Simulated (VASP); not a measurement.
# CaSe (Pm-3m) in VASP: further runs, part 2 of 2

VASP 6.6.1. The steps go on from the part before.

## (4) Single point, r2SCAN

POSCAR

```
CaSe
1.0
    3.6347849166      0.0000000000      0.0000000000
    0.0000000000      3.6347849166      0.0000000000
    0.0000000000      0.0000000000      3.6347849166
Ca Se
1 1
Direct
    0.0000000000      0.0000000000      0.0000000000
    0.5000000000      0.5000000000      0.5000000000
```

INCAR.step1

```
SYSTEM = CaSe
PREC     = Accurate       ! precision mode
ENCUT    = 520            ! plane-wave cutoff, eV
ISMEAR   = 0              ! smearing method
SIGMA    = 0.01           ! smearing width, eV
LREAL    = .False.        ! projectors in reciprocal space
LASPH    = .True.         ! aspherical terms in the spheres
NELM     = 60             ! most SCF steps
NBANDS   = 15             ! bands
GGA      = PE             ! functional
ALGO     = Normal         ! electronic algorithm
EDIFF    = 1E-4           ! SCF threshold, eV
LWAVE    = .True.         ! write WAVECAR
LCHARG   = .False.        ! write CHGCAR
```

INCAR.step2

```
SYSTEM = CaSe
PREC     = Accurate       ! precision mode
ENCUT    = 520            ! plane-wave cutoff, eV
EDIFF    = 1E-6           ! SCF threshold, eV
ISMEAR   = 0              ! smearing method
SIGMA    = 0.01           ! smearing width, eV
LREAL    = .False.        ! projectors in reciprocal space
LASPH    = .True.         ! aspherical terms in the spheres
NELM     = 60             ! most SCF steps
ALGO     = Normal         ! electronic algorithm
ISIF     = 2              ! what is computed and relaxed
LWAVE    = .False.        ! write WAVECAR
LCHARG   = .False.        ! write CHGCAR
METAGGA  = R2SCAN         ! meta-GGA
LMIXTAU  = .True.       
NBANDS   = 15             ! bands
ISTART   = 1
```

KPOINTS

```
Automatic mesh
0
Gamma
  4 4 4
  0 0 0
```

Potentials or basis: VASP PAW PBE potentials, release 64 (Ca_sv, Se).

Launch:

```bash
cat potpaw_PBE.64/Ca_sv/POTCAR potpaw_PBE.64/Se/POTCAR > POTCAR
cp INCAR.step1 INCAR
mpirun -np 1 vasp_std > vasp.out
cp INCAR.step2 INCAR
mpirun -np 1 vasp_std > vasp.out
```

OUTCAR:

```text
SYSTEM = CaSe
   PREC = Accurate
   ENCUT = 520
   EDIFF = 1E-6
   ISMEAR = 0
   LREAL = .False.
   LASPH = .True.
   NELM = 60
   ISIF = 2
   METAGGA = R2SCAN
   ISTART = 1

 ion  position               nearest neighbor table
   1  0.000  0.000  0.000-
   2  0.500  0.500  0.500-

  LATTYP: Found a simple cubic cell.
 ALAT       =     3.6347849166

  Lattice vectors:

 A1 = (   3.6347849166,   0.0000000000,   0.0000000000)
 A2 = (   0.0000000000,   3.6347849166,   0.0000000000)
 A3 = (   0.0000000000,   0.0000000000,   3.6347849166)

Analysis of symmetry for initial positions (statically):
=====================================================================
 Subroutine PRICEL returns:
 Original cell was already a primitive cell.

 Routine SETGRP: Setting up the symmetry group for a
 simple cubic supercell.

 Subroutine GETGRP returns: Found 48 space group operations
 (whereof 48 operations were pure point group operations)
 out of a pool of 48 trial point group operations.

The static configuration has the point symmetry O_h .

Analysis of symmetry for dynamics (positions and initial velocities):
=====================================================================
 Subroutine PRICEL returns:
 Original cell was already a primitive cell.

 Routine SETGRP: Setting up the symmetry group for a
 simple cubic supercell.

 Subroutine GETGRP returns: Found 48 space group operations
 (whereof 48 operations were pure point group operations)
 out of a pool of 48 trial point group operations.

The dynamic configuration has the point symmetry O_h .

 Subroutine INISYM returns: Found 48 space group operations
 (whereof 48 operations are pure point group operations),
 and found     1 'primitive' translations

----------------------------------------------------------------------------------------

                                     Primitive cell

  volume of cell :      48.0215

  direct lattice vectors                    reciprocal lattice vectors
     3.634784917  0.000000000  0.000000000     0.275119443  0.000000000  0.000000000
     0.000000000  3.634784917  0.000000000     0.000000000  0.275119443  0.000000000
     0.000000000  0.000000000  3.634784917     0.000000000  0.000000000  0.275119443

  length of vectors
     3.634784917  3.634784917  3.634784917     0.275119443  0.275119443  0.275119443

  position of ions in fractional coordinates (direct lattice)
     0.000000000  0.000000000  0.000000000
     0.500000000  0.500000000  0.500000000

  ion indices of the primitive-cell ions
   primitive index   ion index
                 1           1
                 2           2

----------------------------------------------------------------------------------------

 KPOINTS: Automatic mesh

Automatic generation of k-mesh.
 Grid dimensions read from file:
 generate k-points for:    4    4    4

 Generating k-lattice:

  Cartesian coordinates                     Fractional coordinates (reciprocal lattice)
     0.068779861  0.000000000  0.000000000     0.250000000  0.000000000  0.000000000
     0.000000000  0.068779861  0.000000000     0.000000000  0.250000000  0.000000000
     0.000000000  0.000000000  0.068779861     0.000000000  0.000000000  0.250000000

  Length of vectors
     0.068779861  0.068779861  0.068779861
[... 22 lines left out ...]
   number of dos      NEDOS =    301   number of ions     NIONS =      2
   total plane-waves  NPLWV =  21952
   dimension x,y,z NGX =    28 NGY =   28 NGZ =   28
   dimension x,y,z NGXF=    56 NGYF=   56 NGZF=   56
   ions per type =               1   1
   NGX,Y,Z   is equivalent  to a cutoff of  12.81, 12.81, 12.81 a.u.
   NGXF,Y,Z  is equivalent  to a cutoff of  25.61, 25.61, 25.61 a.u.
 SYSTEM =  CaSe
   PREC   = accura    normal or accurate (medium, high low for compatibility)
   ISTART =      1    job   : 0-new  1-cont  2-samecut
   ICHARG =      0    charge: 1-file 2-atom 10-const
   ISPIN  =      1    spin polarized calculation?
   LNONCOLLINEAR =      F non collinear calculations
   LSORBIT =      F    spin-orbit coupling
   LASPH  =      T    aspherical Exc in radial PAW
   ENCUT  =  520.0 eV  38.22 Ry    6.18 a.u.   6.76  6.76  6.76*2*pi/ulx,y,z
   NELM   =     60;   NELMIN=  2; NELMDL=  0     # of ELM steps
   EDIFF  = 0.1E-05   stopping-criterion for ELM
   LREAL  =      F    real-space projection
   EDIFFG = 0.1E-04   stopping-criterion for IOM
   NSW    =      0    number of steps for IOM
   IBRION =     -1    ionic relax: 0-MD 1-quasi-New 2-CG
   NFREE  =      0    steps in history (QN), initial steepest desc. (CG)
   ISIF   =      2    stress and relaxation
   ISYM   =      2    0-nonsym 1-usesym 2-fastsym
   POTIM  = 0.5000    time-step for ionic-motion
   TEBEG  =    0.0;   TEEND  =   0.0 temperature during run
   PSTRESS=    0.0 pullay stress
   NELECT =      16.0000    total number of electrons
   NUPDOWN=      -1.0000    fix difference up-down
   EMIN   =  10.00;   EMAX   =-10.00  energy-range for DOS
   EFERMI =   0.00;   METHOD = LEGACY
   ISMEAR =     0;   SIGMA  =   0.01  broadening in eV -4-tet -1-fermi 0-gaus
   EFERMI_NEDOS =   21; number of points for ismear=-14 and -15
   IALGO  =     38    algorithm
   IMIX   =      4    mixing-type and parameters
     AMIX     =   0.40;   BMIX     =  1.00
     AMIX_MAG =   1.60;   BMIX_MAG =  1.00
  volume/ion in A,a.u.               =      24.01       162.03
  Fermi-wavevector in a.u.,A,eV,Ry     =   1.134931  2.144709 17.525233  1.288068
  Thomas-Fermi vector in A             =   2.271635
   LORBIT       =      0    0 simple, 1 ext, 2 COOP (PROOUT), +10 PAW based schemes
   METAGGA = R2SCAN    functional components
   LHFCALC =     F    Hartree Fock is set to
   AEXX    =    0.0000 exact exchange contribution
   IVDW    =     0    specifies the selected vdW correction
   LEPSILON=     F    determine dielectric tensor
   LRPA    =     F    only Hartree local field effects (RPA)
 non-spin polarized calculation
 Gauss-broadening in eV      SIGMA  =   0.01
  energy-cutoff  :      520.00
  volume of cell :       48.02
 maximum number of plane-waves:      1328
 NGX is ok and might be reduce to    28
   NGX = 13   NGY = 13   NGZ = 13

 number of electron      16.0000007 magnetization

 Free energy of the ion-electron system (eV)
  ---------------------------------------------------
  ext. energy  EPLUGINS =         0.00000000
  ---------------------------------------------------
  free energy    TOTEN  =       -25.16548429 eV

  energy without entropy =      -25.16548429  energy(sigma->0) =      -25.16548429

 E-fermi :   4.1878     XC(G=0): -10.0129

 val. band max:        4.0840003848   @ k =   0.5000   0.5000   0.0000
 cond. band min:       5.2988077905   @ k =   0.5000   0.5000   0.0000
 fundamental gap:      1.2148074056
 Fermi energy:         4.1878354014

 k-point     1 :       0.0000    0.0000    0.0000
  band No.  band energies     occupation
      1     -38.9508      2.00000
      2     -19.0078      2.00000
      3     -19.0078      2.00000
      4     -19.0078      2.00000
      5      -9.3919      2.00000
      6       3.1963      2.00000
      7       3.1963      2.00000
      8       3.1963      2.00000
      9       5.5848      0.00000
     10       5.5848      0.00000
     11       6.9660      0.00000
     12       8.9160      0.00000
     13       8.9160      0.00000
     14       8.9160      0.00000
[... 149 lines left out ...]
      2     -19.1190      2.00000
      3     -19.1190      2.00000
      4     -19.1190      2.00000
      5      -7.6866      2.00000
      6       0.3139      2.00000
      7       0.3139      2.00000
      8       0.3139      2.00000
      9       8.4486      0.00000
     10       8.4486      0.00000
     11       8.4486      0.00000
     12       9.9589      0.00000
     13       9.9589      0.00000
     14      10.3554      0.00000
     15      10.3554      0.00000

------------------------ aborting loop because EDIFF is reached ----------------------------------------

  FORCE on cell =-STRESS in cart. coord.  units (eV):
  Direction    XX          YY          ZZ          XY          YZ          ZX
  --------------------------------------------------------------------------------------
  -------------------------------------------------------------------------------------
  Total        0.1534635      0.1534635      0.1534635     -0.0000000     -0.0000000     -0.0000000
  in kB        5.1201138      5.1201138      5.1201138     -0.0000000     -0.0000000     -0.0000000
  external PRESSURE =       5.1201138 kB  Pullay stress =       0.0000000 kB

 VOLUME and BASIS-vectors are now :
 -----------------------------------------------------------------------------
  energy-cutoff  :      520.00
  volume of cell :       48.02
      direct lattice vectors                 reciprocal lattice vectors
     3.634784917  0.000000000  0.000000000     0.275119443  0.000000000  0.000000000
     0.000000000  3.634784917  0.000000000     0.000000000  0.275119443  0.000000000
     0.000000000  0.000000000  3.634784917     0.000000000  0.000000000  0.275119443

 POSITION                                       TOTAL-FORCE (eV/Angst)
 -----------------------------------------------------------------------------------
      0.00000      0.00000      0.00000         0.000000      0.000000      0.000000
      1.81739      1.81739      1.81739         0.000000      0.000000      0.000000
 -----------------------------------------------------------------------------------
    total drift:                               -0.000000      0.000000      0.000000

  FREE ENERGIE OF THE ION-ELECTRON SYSTEM (eV)
  ---------------------------------------------------
  free  energy   TOTEN  =       -25.1654842860 eV

  energy  without entropy=      -25.1654842860  energy(sigma->0) =      -25.16548429
```

Wall time 33 s (1 thread of Intel Xeon 6975P-C, shared host); peak memory 0.16 GiB.

Results:

- Free energy: -25.1655 eV
- Pressure: 0.5 GPa
- Band gap on the k mesh: 1.21 eV, direct

Caveat: the k points lie up to 0.43 Å⁻¹ apart; the PAW data sets were made with another functional, which shifts forces and pressure a little. r2SCAN opens gaps a little over a GGA but as a rule still falls short of measured ones.

## (5) Single point, PBE

INCAR

```
  PREC = Accurate
  ENCUT = 520
  EDIFF = 1E-7
  ISMEAR = 0
  SIGMA = 0.01
  LREAL = F
  LASPH = T
  NELM = 60
  ALGO = Normal
  ISIF = 2
  LWAVE = F
  LCHARG = F
  GGA = PE
  NBANDS = 15
```

KPOINTS

```
regular mesh
0
Gamma
  8 8 8
```

POSCAR is that of step 4.

Launch:

```bash
cat potpaw_PBE.64/Ca_sv/POTCAR potpaw_PBE.64/Se/POTCAR > POTCAR
mpirun -np 1 vasp_std > vasp.out
```

It took 19 s on 1 thread of Intel Xeon 6975P-C, shared host; peak memory 0.17 GiB.

The run converged. Its results:

```
Free energy            : -8.8009 eV
Pressure               : 0.8 GPa
Band gap on the k mesh : 0.76 eV, direct
```

Levels at points of the mesh, in eV from the valence-band top:
| k point | band 6 | band 7 | band 8 | band 9 | band 10 | band 11 |
| --- | --- | --- | --- | --- | --- | --- |
| (0.00, 0.00, 0.00) | -0.87 | -0.87 | -0.87 | 1.09 | 1.09 | 2.09 |
| (0.50, 0.00, 0.00) | -4.91 | -1.05 | -1.05 | 2.01 | 4.63 | 4.63 |
| (0.50, 0.50, 0.00) | -3.56 | -3.56 | 0.00 | 0.76 | 2.94 | 3.17 |
| (0.50, 0.50, 0.50) | -3.70 | -3.70 | -3.70 | 3.85 | 3.85 | 3.85 |

A k mesh can miss the band edges. As with any semilocal functional, this PBE gap is likely too small.

## (6) Overview

| level | k mesh | gap on the mesh (eV) | pressure (GPa) |
| --- | --- | --- | --- |
| PBE | 4 × 4 × 4 | 0.73 | 1.2 |
| r2SCAN | 4 × 4 × 4 | 1.21 | 0.5 |
| PBE | 8 × 8 × 8 | 0.76 | 0.8 |

Alike in all rows: task single point; potentials or basis VASP PAW PBE potentials, release 64 (Ca_sv, Se); no spin polarisation; cell as given; cutoff (eV) 520; smearing gaussian 0.01 eV.

Caveats: some runs use coarse meshes; the PAW data sets were made with another functional, which shifts forces and pressure a little (some runs).

Absolute energies hang on the potentials; compare differences alone.
